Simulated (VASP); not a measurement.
# CuI2 (P4/mmm) in VASP: a series of runs

The runs below take CuI2 through single point, with r2SCAN, PBE.

All numbers are computed with VASP 6.6.1; they aren't measurements. Logs are shortened: lines on timing, memory, paths and dates and some standing lists are left out, and cuts for length are marked.

## (1) The cell of the first run

It takes space group P4/mmm (No. 123, tetragonal). The conventional cell has a = 5.200 Å, b = 5.200 Å, c = 4.544 Å, α = 90.00°, β = 90.00°, γ = 90.00°. I (site symmetry mmm) has 2 Cu at 2.60 Å within 3.4 Å. Cu (site symmetry 4/mmm) has 4 I at 2.60 Å within 3.4 Å.

## (2) Single point, r2SCAN

POSCAR

```
CuI2
1.0
    5.2003840000      0.0000000000      0.0000000000
    0.0000000000      5.2003840000      0.0000000000
    0.0000000000      0.0000000000      4.5441700000
I Cu
2 1
Direct
    0.5000000000      0.0000000000      0.0000000000
    0.0000000000      0.5000000000      0.0000000000
    0.0000000000      0.0000000000      0.0000000000
```

INCAR.step1

```
PREC = Accurate
ENCUT = 520
ISMEAR = -1
SIGMA = 0.05
LREAL = F
LASPH = T
NELM = 80
NBANDS = 20
GGA = PE
ALGO = Normal
EDIFF = 1E-4
LWAVE = T
LCHARG = F
```

INCAR.step2

```
PREC = Accurate
ENCUT = 520
EDIFF = 1E-7
ISMEAR = -1
SIGMA = 0.05
LREAL = F
LASPH = T
NELM = 80
ALGO = Normal
ISIF = 2
LWAVE = F
LCHARG = T
METAGGA = R2SCAN
LMIXTAU = T
LELF = T
LVHAR = T
NBANDS = 20
ISTART = 1
```

KPOINTS

```
Automatic mesh
0
Gamma
  5 5 5
```

Potentials or basis: VASP PAW PBE potentials, release 64 (I, Cu).

The run is started by

```bash
$ cat potpaw_PBE.64/I/POTCAR potpaw_PBE.64/Cu/POTCAR > POTCAR
$ cp INCAR.step1 INCAR
$ mpirun -np 1 vasp_std > vasp.out
$ cp INCAR.step2 INCAR
$ mpirun -np 1 vasp_std > vasp.out
```

OUTCAR:

```text
PREC = Accurate
   ENCUT = 520
   EDIFF = 1E-7
   ISMEAR = -1
   LREAL = F
   LASPH = T
   NELM = 80
   ISIF = 2
   METAGGA = R2SCAN
   ISTART = 1

 ion  position               nearest neighbor table
   1  0.500  0.000  0.000-   3 2.60   3 2.60
   2  0.000  0.500  0.000-   3 2.60   3 2.60
   3  0.000  0.000  0.000-   1 2.60   2 2.60   2 2.60   1 2.60

  LATTYP: Found a simple tetragonal cell.
 ALAT       =     5.2003840000
 C/A-ratio  =     0.8738143183

  Lattice vectors:

 A1 = (   5.2003840000,   0.0000000000,   0.0000000000)
 A2 = (   0.0000000000,   5.2003840000,   0.0000000000)
 A3 = (   0.0000000000,   0.0000000000,   4.5441700000)

Analysis of symmetry for initial positions (statically):
=====================================================================
 Subroutine PRICEL returns:
 Original cell was already a primitive cell.

 Routine SETGRP: Setting up the symmetry group for a
 simple tetragonal supercell.

 Subroutine GETGRP returns: Found 16 space group operations
 (whereof 16 operations were pure point group operations)
 out of a pool of 16 trial point group operations.

The static configuration has the point symmetry D_4h.

Analysis of symmetry for dynamics (positions and initial velocities):
=====================================================================
 Subroutine PRICEL returns:
 Original cell was already a primitive cell.

 Routine SETGRP: Setting up the symmetry group for a
 simple tetragonal supercell.

 Subroutine GETGRP returns: Found 16 space group operations
 (whereof 16 operations were pure point group operations)
 out of a pool of 16 trial point group operations.

The dynamic configuration has the point symmetry D_4h.

 Subroutine INISYM returns: Found 16 space group operations
 (whereof 16 operations are pure point group operations),
 and found     1 'primitive' translations

----------------------------------------------------------------------------------------

                                     Primitive cell

  volume of cell :     122.8925

  direct lattice vectors                    reciprocal lattice vectors
     5.200384000  0.000000000  0.000000000     0.192293492  0.000000000  0.000000000
     0.000000000  5.200384000  0.000000000     0.000000000  0.192293492  0.000000000
     0.000000000  0.000000000  4.544170000     0.000000000  0.000000000  0.220062190

  length of vectors
     5.200384000  5.200384000  4.544170000     0.192293492  0.192293492  0.220062190

  position of ions in fractional coordinates (direct lattice)
     0.500000000  0.000000000  0.000000000
     0.000000000  0.500000000  0.000000000
     0.000000000  0.000000000  0.000000000

  ion indices of the primitive-cell ions
   primitive index   ion index
                 1           1
                 2           2
                 3           3

----------------------------------------------------------------------------------------

 KPOINTS: Automatic mesh

Automatic generation of k-mesh.
 Grid dimensions read from file:
 generate k-points for:    5    5    5

 Generating k-lattice:

  Cartesian coordinates                     Fractional coordinates (reciprocal lattice)
     0.038458698  0.000000000  0.000000000     0.200000000  0.000000000  0.000000000
     0.000000000  0.038458698  0.000000000     0.000000000  0.200000000  0.000000000
     0.000000000  0.000000000  0.044012438     0.000000000  0.000000000  0.200000000

  Length of vectors
     0.038458698  0.038458698  0.044012438

  Shift w.r.t. Gamma in fractional coordinates (k-lattice)
     0.000000000  0.000000000  0.000000000

 Subroutine IBZKPT returns following result:
 ===========================================

 Found     18 irreducible k-points:

 Following reciprocal coordinates:
            Coordinates               Weight
  0.000000  0.000000  0.000000      1.000000
  0.200000  0.000000  0.000000      4.000000
  0.400000  0.000000  0.000000      4.000000
  0.200000  0.200000  0.000000      4.000000
  0.400000  0.200000  0.000000      8.000000
  0.400000  0.400000  0.000000      4.000000
[... 10 lines left out ...]
  0.400000  0.200000  0.400000     16.000000
  0.400000  0.400000  0.400000      8.000000
   k-points           NKPTS =     18   k-points in BZ     NKDIM =     18   number of bands    NBANDS=     20
   number of dos      NEDOS =    301   number of ions     NIONS =      3
   total plane-waves  NPLWV =  57600
   dimension x,y,z NGX =    40 NGY =   40 NGZ =   36
   dimension x,y,z NGXF=    80 NGYF=   80 NGZF=   72
   ions per type =               2   1
   NGX,Y,Z   is equivalent  to a cutoff of  12.79, 12.79, 13.17 a.u.
   NGXF,Y,Z  is equivalent  to a cutoff of  25.57, 25.57, 26.34 a.u.
 SYSTEM =  unknown system
   PREC   = accura    normal or accurate (medium, high low for compatibility)
   ISTART =      1    job   : 0-new  1-cont  2-samecut
   ICHARG =      0    charge: 1-file 2-atom 10-const
   ISPIN  =      1    spin polarized calculation?
   LNONCOLLINEAR =      F non collinear calculations
   LSORBIT =      F    spin-orbit coupling
   LASPH  =      T    aspherical Exc in radial PAW
   ENCUT  =  520.0 eV  38.22 Ry    6.18 a.u.   9.67  9.67  8.45*2*pi/ulx,y,z
   NELM   =     80;   NELMIN=  2; NELMDL=  0     # of ELM steps
   EDIFF  = 0.1E-06   stopping-criterion for ELM
   LREAL  =      F    real-space projection
   EDIFFG = 0.1E-05   stopping-criterion for IOM
   NSW    =      0    number of steps for IOM
   IBRION =     -1    ionic relax: 0-MD 1-quasi-New 2-CG
   NFREE  =      0    steps in history (QN), initial steepest desc. (CG)
   ISIF   =      2    stress and relaxation
   ISYM   =      2    0-nonsym 1-usesym 2-fastsym
   POTIM  = 0.5000    time-step for ionic-motion
   TEBEG  =    0.0;   TEEND  =   0.0 temperature during run
   PSTRESS=    0.0 pullay stress
   NELECT =      25.0000    total number of electrons
   NUPDOWN=      -1.0000    fix difference up-down
   EMIN   =  10.00;   EMAX   =-10.00  energy-range for DOS
   EFERMI =   0.00;   METHOD = LEGACY
   ISMEAR =    -1;   SIGMA  =   0.05  broadening in eV -4-tet -1-fermi 0-gaus
   EFERMI_NEDOS =   21; number of points for ismear=-14 and -15
   IALGO  =     38    algorithm
   IMIX   =      4    mixing-type and parameters
     AMIX     =   0.40;   BMIX     =  1.00
     AMIX_MAG =   1.60;   BMIX_MAG =  1.00
  volume/ion in A,a.u.               =      40.96       276.44
  Fermi-wavevector in a.u.,A,eV,Ry     =   0.962823  1.819471 12.612978  0.927028
  Thomas-Fermi vector in A             =   2.092315
   LORBIT       =      0    0 simple, 1 ext, 2 COOP (PROOUT), +10 PAW based schemes
   METAGGA = R2SCAN    functional components
   LHFCALC =     F    Hartree Fock is set to
   AEXX    =    0.0000 exact exchange contribution
   IVDW    =     0    specifies the selected vdW correction
   LEPSILON=     F    determine dielectric tensor
   LRPA    =     F    only Hartree local field effects (RPA)
 non-spin polarized calculation
  energy-cutoff  :      520.00
  volume of cell :      122.89
 maximum number of plane-waves:      3337
 NGX is ok and might be reduce to    40
   NGX = 19   NGY = 19   NGZ = 17

 number of electron      24.9999991 magnetization

 Free energy of the ion-electron system (eV)
  ---------------------------------------------------
  ext. energy  EPLUGINS =         0.00000000
  ---------------------------------------------------
  free energy    TOTEN  =       -59.65300998 eV

  energy without entropy =      -59.62131753  energy(sigma->0) =      -59.63716375

 E-fermi :   1.1510     XC(G=0):  -7.8060

 val. band max:        1.1314013297   @ k =   0.2000   0.2000   0.2000
 cond. band min:       1.1534277327   @ k =   0.4000   0.2000   0.4000
 fundamental gap:      0.0220264031
 Fermi energy:         1.1509731289

 k-point     1 :       0.0000    0.0000    0.0000
  band No.  band energies     occupation
      1     -12.1276      2.00000
      2     -10.8375      2.00000
      3      -2.7438      2.00000
      4      -2.7438      2.00000
      5      -1.2334      2.00000
      6      -0.8914      2.00000
[... 12 lines left out ...]
     19      10.2825      0.00000
     20      10.4898      0.00000

 k-point     2 :       0.2000    0.0000    0.0000
  band No.  band energies     occupation
      1     -12.0079      2.00000
      2     -10.9564      2.00000
      3      -3.0880      2.00000
      4      -2.6113      2.00000
      5      -1.3457      2.00000
      6      -1.1162      2.00000
[... 12 lines left out ...]
     19       9.3956      0.00000
     20      10.6721      0.00000

 k-point     3 :       0.4000    0.0000    0.0000
  band No.  band energies     occupation
      1     -11.6937      2.00000
      2     -11.2711      2.00000
      3      -3.4949      2.00000
      4      -2.2733      2.00000
      5      -1.6670      2.00000
      6      -1.2859      2.00000
[... 12 lines left out ...]
     19      10.4774      0.00000
     20      10.7536      0.00000

 k-point     4 :       0.2000    0.2000    0.0000
  band No.  band energies     occupation
      1     -11.8994      2.00000
      2     -11.0397      2.00000
      3      -3.4996      2.00000
      4      -2.5880      2.00000
      5      -1.7242      2.00000
      6      -1.1503      2.00000
[... 12 lines left out ...]
     19      10.1133      0.00000
     20      10.7340      0.00000

 k-point     5 :       0.4000    0.2000    0.0000
  band No.  band energies     occupation
      1     -11.6214      2.00000
      2     -11.2783      2.00000
      3      -3.9828      2.00000
      4      -2.5231      2.00000
      5      -2.2155      2.00000
      6      -1.2819      2.00000
[... 12 lines left out ...]
     19       9.4785      0.00000
     20      10.3779      0.00000
[... 215 lines left out ...]
      6      -1.6313      2.00000
[... 12 lines left out ...]
     19       9.9091      0.00000
     20      11.0146      0.00000

 k-point    16 :       0.2000    0.2000    0.4000
  band No.  band energies     occupation
      1     -11.8209      2.00000
      2     -10.9717      2.00000
      3      -3.3912      2.00000
      4      -2.5333      2.00000
      5      -1.7100      2.00000
      6      -1.6781      2.00000
[... 12 lines left out ...]
     19      10.5463      0.00000
     20      10.9360      0.00000

 k-point    17 :       0.4000    0.2000    0.4000
  band No.  band energies     occupation
      1     -11.5458      2.00000
      2     -11.2067      2.00000
      3      -3.8790      2.00000
      4      -2.4833      2.00000
      5      -2.1396      2.00000
      6      -1.6560      2.00000
[... 12 lines left out ...]
     19       9.8572      0.00000
     20      10.7423      0.00000

 k-point    18 :       0.4000    0.4000    0.4000
  band No.  band energies     occupation
      1     -11.3872      2.00000
      2     -11.2566      2.00000
      3      -4.5332      2.00000
      4      -2.6349      2.00000
      5      -2.6000      2.00000
      6      -1.6303      2.00000
[... 12 lines left out ...]
     19      10.9285      0.00000
     20      11.0099      0.00000

------------------------ aborting loop because EDIFF is reached ----------------------------------------

  FORCE on cell =-STRESS in cart. coord.  units (eV):
  Direction    XX          YY          ZZ          XY          YZ          ZX
  --------------------------------------------------------------------------------------
  -------------------------------------------------------------------------------------
  Total        0.2758610      0.2758610      0.0266251      0.0000000      0.0000000      0.0000000
  in kB        3.5964622      3.5964622      0.3471173      0.0000000      0.0000000      0.0000000
  external PRESSURE =       2.5133472 kB  Pullay stress =       0.0000000 kB

 VOLUME and BASIS-vectors are now :
 -----------------------------------------------------------------------------
  energy-cutoff  :      520.00
  volume of cell :      122.89
      direct lattice vectors                 reciprocal lattice vectors
     5.200384000  0.000000000  0.000000000     0.192293492  0.000000000  0.000000000
     0.000000000  5.200384000  0.000000000     0.000000000  0.192293492  0.000000000
     0.000000000  0.000000000  4.544170000     0.000000000  0.000000000  0.220062190

 POSITION                                       TOTAL-FORCE (eV/Angst)
 -----------------------------------------------------------------------------------
      2.60019      0.00000      0.00000         0.000000      0.000000      0.000000
      0.00000      2.60019      0.00000         0.000000      0.000000      0.000000
      0.00000      0.00000      0.00000         0.000000      0.000000      0.000000
 -----------------------------------------------------------------------------------
    total drift:                               -0.000000     -0.000000     -0.000000

  FREE ENERGIE OF THE ION-ELECTRON SYSTEM (eV)
  ---------------------------------------------------
  free  energy   TOTEN  =       -59.6530099750 eV

  energy  without entropy=      -59.6213175282  energy(sigma->0) =      -59.63716375
```

It took 2.9 min on 1 thread of AMD EPYC 7R13 (Zen 3), shared host; peak memory 0.23 GiB.

What came out:

| Quantity | Value |
| --- | --- |
| Free energy | -59.6530 eV |
| Pressure | 0.3 GPa |

Stress tensor (GPa, compression positive):
```
0.36 0.00 0.00
0.00 0.36 0.00
0.00 0.00 0.03
```

Levels at points of the mesh, in eV from the Fermi level:
| k point | band 10 | band 11 | band 12 | band 13 | band 14 | band 15 | band 16 | band 17 |
| --- | --- | --- | --- | --- | --- | --- | --- | --- |
| (0.00, 0.00, 0.00) | -1.86 | -0.59 | -0.59 | -0.54 | 1.20 | 4.80 | 6.84 | 7.45 |

Caveat: the PAW data sets were made with another functional, which shifts forces and pressure a little; spin-orbit coupling is left out, which moves the levels of the heavy elements; an odd number of electrons without spin polarisation forces a metal; a magnetic or distorted state may lie lower; semilocal functionals often make such compounds metallic where correlation or magnetic order opens a gap, which also shifts bond lengths.

## (3) Single point, r2SCAN

POSCAR is that of step 2.

INCAR.step1

```
SYSTEM = CuI2
ALGO     = Normal         ! electronic algorithm
EDIFF    = 1E-4           ! SCF threshold, eV
ENCUT    = 520            ! plane-wave cutoff, eV
GGA      = PE             ! functional
ISMEAR   = -1             ! smearing method
LASPH    = .TRUE.         ! aspherical terms in the spheres
LCHARG   = .FALSE.        ! write CHGCAR
LREAL    = .FALSE.        ! projectors in reciprocal space
LWAVE    = .TRUE.         ! write WAVECAR
NBANDS   = 20             ! bands
NELM     = 100            ! most SCF steps
PREC     = Accurate       ! precision mode
SIGMA    = 0.05           ! smearing width, eV
```

INCAR.step2

```
SYSTEM = CuI2
ALGO     = Normal         ! electronic algorithm
EDIFF    = 1E-7           ! SCF threshold, eV
ENCUT    = 520            ! plane-wave cutoff, eV
ISIF     = 2              ! what is computed and relaxed
ISMEAR   = -1             ! smearing method
ISTART   = 1            
LASPH    = .TRUE.         ! aspherical terms in the spheres
LCHARG   = .FALSE.        ! write CHGCAR
LMIXTAU  = .TRUE.       
LREAL    = .FALSE.        ! projectors in reciprocal space
LWAVE    = .FALSE.        ! write WAVECAR
METAGGA  = R2SCAN         ! meta-GGA
NBANDS   = 20             ! bands
NELM     = 100            ! most SCF steps
PREC     = Accurate       ! precision mode
SIGMA    = 0.05           ! smearing width, eV
```

KPOINTS

```
k-points
0
G
  5 5 5
  0 0 0
```

Potentials or basis: VASP PAW PBE potentials, release 64 (I, Cu).

The run is started by

```bash
$ cat potpaw_PBE.64/I/POTCAR potpaw_PBE.64/Cu/POTCAR > POTCAR
$ cp INCAR.step1 INCAR
$ mpirun -np 1 vasp_std > vasp.out
$ cp INCAR.step2 INCAR
$ mpirun -np 1 vasp_std > vasp.out
```

OUTCAR:

```text
SYSTEM = CuI2
   EDIFF = 1E-7
   ENCUT = 520
   ISIF = 2
   ISMEAR = -1
   ISTART = 1
   LASPH = .TRUE.
   LREAL = .FALSE.
   METAGGA = R2SCAN
   NELM = 100
   PREC = Accurate

 ion  position               nearest neighbor table
   1  0.500  0.000  0.000-   3 2.60   3 2.60
   2  0.000  0.500  0.000-   3 2.60   3 2.60
   3  0.000  0.000  0.000-   1 2.60   2 2.60   2 2.60   1 2.60

  LATTYP: Found a simple tetragonal cell.
 ALAT       =     5.2003840000
 C/A-ratio  =     0.8738143183

  Lattice vectors:

[... 595 lines left out ...]

  FORCE on cell =-STRESS in cart. coord.  units (eV):
  Direction    XX          YY          ZZ          XY          YZ          ZX
  --------------------------------------------------------------------------------------
  -------------------------------------------------------------------------------------
  Total        0.2758610      0.2758610      0.0266251      0.0000000      0.0000000      0.0000000
  in kB        3.5964622      3.5964622      0.3471173      0.0000000      0.0000000      0.0000000
  external PRESSURE =       2.5133472 kB  Pullay stress =       0.0000000 kB

 VOLUME and BASIS-vectors are now :
 -----------------------------------------------------------------------------
  energy-cutoff  :      520.00
  volume of cell :      122.89
      direct lattice vectors                 reciprocal lattice vectors
     5.200384000  0.000000000  0.000000000     0.192293492  0.000000000  0.000000000
     0.000000000  5.200384000  0.000000000     0.000000000  0.192293492  0.000000000
     0.000000000  0.000000000  4.544170000     0.000000000  0.000000000  0.220062190

 POSITION                                       TOTAL-FORCE (eV/Angst)
 -----------------------------------------------------------------------------------
      2.60019      0.00000      0.00000         0.000000      0.000000      0.000000
      0.00000      2.60019      0.00000         0.000000      0.000000      0.000000
      0.00000      0.00000      0.00000         0.000000      0.000000      0.000000
 -----------------------------------------------------------------------------------
    total drift:                               -0.000000     -0.000000     -0.000000

  FREE ENERGIE OF THE ION-ELECTRON SYSTEM (eV)
  ---------------------------------------------------
  free  energy   TOTEN  =       -59.6530099750 eV

  energy  without entropy=      -59.6213175282  energy(sigma->0) =      -59.63716375
```

It took 2.9 min on 1 thread of AMD EPYC 7R13 (Zen 3), shared host; peak memory 0.23 GiB.

Results:

```
Free energy : -59.6530 eV
Pressure    : 0.3 GPa
```

Stress tensor (GPa, compression positive):
```
0.36 0.00 0.00
0.00 0.36 0.00
0.00 0.00 0.03
```

Caveat: the PAW data sets were made with another functional, which shifts forces and pressure a little; spin-orbit coupling is left out, which moves the levels of the heavy elements; an odd number of electrons without spin polarisation forces a metal; a magnetic or distorted state may lie lower; semilocal functionals often make such compounds metallic where correlation or magnetic order opens a gap, which also shifts bond lengths.

[end of part 1 of 2]
